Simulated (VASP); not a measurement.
Ca2AsI, 4 atoms in the cell. It takes space group R-3m (No. 166, trigonal). The conventional cell has a = 4.383 Å, b = 4.383 Å, c = 22.361 Å, α = 90.00°, β = 90.00°, γ = 120.00°. Ca (site symmetry 3m) has 3 As at 2.91 Å and 3 I at 3.41 Å and 3 Ca at 3.84 Å within 3.9 Å. Within 3.8 Å of As (site symmetry -3m) lie 6 Ca at 2.91 Å. I (site symmetry -3m) has 6 Ca at 3.41 Å and 6 I at 4.38 Å and 6 As at 4.50 Å within 4.6 Å. 

- Program: VASP 6.6.1
- Task: single point
- Functional: r2SCAN
- Potentials or basis: VASP PAW PBE potentials, release 64 (Ca_sv, As, I)
- Cutoff: 550 eV
- k mesh: 8 × 8 × 8
- Occupations: fermi-dirac, width 0.1 eV
- Spin: no spin polarisation
- Dipole correction: no
- Further INCAR settings: ALGO = Normal; EDIFF = 1e-06; NBANDS = 24

Potentials or basis: VASP PAW PBE potentials, release 64 (Ca_sv, As, I).

Launch:

```bash
$ cat potpaw_PBE.64/Ca_sv/POTCAR potpaw_PBE.64/As/POTCAR potpaw_PBE.64/I/POTCAR > POTCAR
$ cp INCAR.step1 INCAR
$ mpirun -np 1 vasp_std > vasp.out
$ cp INCAR.step2 INCAR
$ mpirun -np 1 vasp_std > vasp.out
```

Hardware: 1 thread of Intel(R) Xeon(R) 6975P-C (Granite Rapids) (shared host).

Estimate the wall time of this run.

Run time: 17 min on 1 thread of Intel(R) Xeon(R) 6975P-C (Granite Rapids) (shared host), peak memory 0.65 GiB. Counts: k points 65.
